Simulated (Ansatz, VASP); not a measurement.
**Two plane-wave programs on Mo3W**

Contents of INCAR:

```
  PREC = Accurate
  ENCUT = 600
  EDIFF = 1E-7
  ISMEAR = 0
  SIGMA = 0.1
  LREAL = F
  LASPH = T
  NELM = 100
  ALGO = Normal
  ISIF = 3
  LWAVE = F
  LCHARG = F
  GGA = PE
  IBRION = 2
  NSW = 90
  EDIFFG = -0.04
```

The input KPOINTS:

```
Automatic mesh
0
Gamma
  4 4 6
```

File POSCAR:

```
Mo3W
1.0
    4.6544209600      0.0000000000      0.0000000000
    0.0000000000      4.6544209600      0.0000000000
    0.0000000000      0.0000000000      3.2911726200
Mo W
3 1
Direct
    0.0000000000      0.0000000000      0.0000000000
    0.5000000000      0.0000000000      0.5000000000
    0.0000000000      0.5000000000      0.5000000000
    0.5000000000      0.5000000000      0.0000000000
```

Input for Ansatz:

```yaml
crystal:
  lattice:
    - [4.65442096, 0.0, 0.0]
    - [0.0, 4.65442096, 0.0]
    - [0.0, 0.0, 3.29117262]
  atoms:
    - { symbol: Mo, position: [0.0, 0.0, 0.0] }
    - { symbol: Mo, position: [0.5, 0.0, 0.5] }
    - { symbol: Mo, position: [0.0, 0.5, 0.5] }
    - { symbol: W, position: [0.5, 0.5, 0.0] }
basis:
  ecutwfc: 420
kpoints:
  mp_grid: { grid: [4, 4, 6] }
hamiltonian:
  xc: pbe
scf:
  occupations: { method: gaussian, width: 0.1 }
  lower_state_search: "off"
output:
  forces: true
  stress: true
  eigenvalues: true
relax:
  adjacent_minimum: "off"
  f_tol: 0.04
  max_steps: 70
  cell: { stress_tol: 0.4 }
```

Alike in both runs: task relaxation of cell and atoms; functional PBE; k mesh 4 × 4 × 6; occupations gaussian, width 0.1 eV; no spin polarisation.

|  | VASP | Ansatz |
| --- | --- | --- |
| version | VASP 6.6.1 | Ansatz 0.2.0 |
| potentials or method | VASP PAW PBE potentials, release 64 (Mo_sv, W_sv), cutoff 600 eV | scalar-relativistic, plane waves, PAW |
| valence electrons in the cell | 56 | 56 |

Ansatz gave:

| Property | Result |
| --- | --- |
| gap on the k mesh at the Fermi level, each at its own relaxed structure (eV) | none |
| relaxed volume (Å³/atom) | 15.90 |
| relaxed cell length with the largest relative difference (Å) | 3.175 |

Question: What did VASP give for the same quantities?

Answer: gap on the k mesh at the Fermi level, each at its own relaxed structure (eV): none; relaxed volume (Å³/atom): 15.93; relaxed cell length with the largest relative difference (Å): 3.179.

A gap of «none» marks a metal or a gap that the smearing closes.

Neither program's run includes spin-orbit coupling.
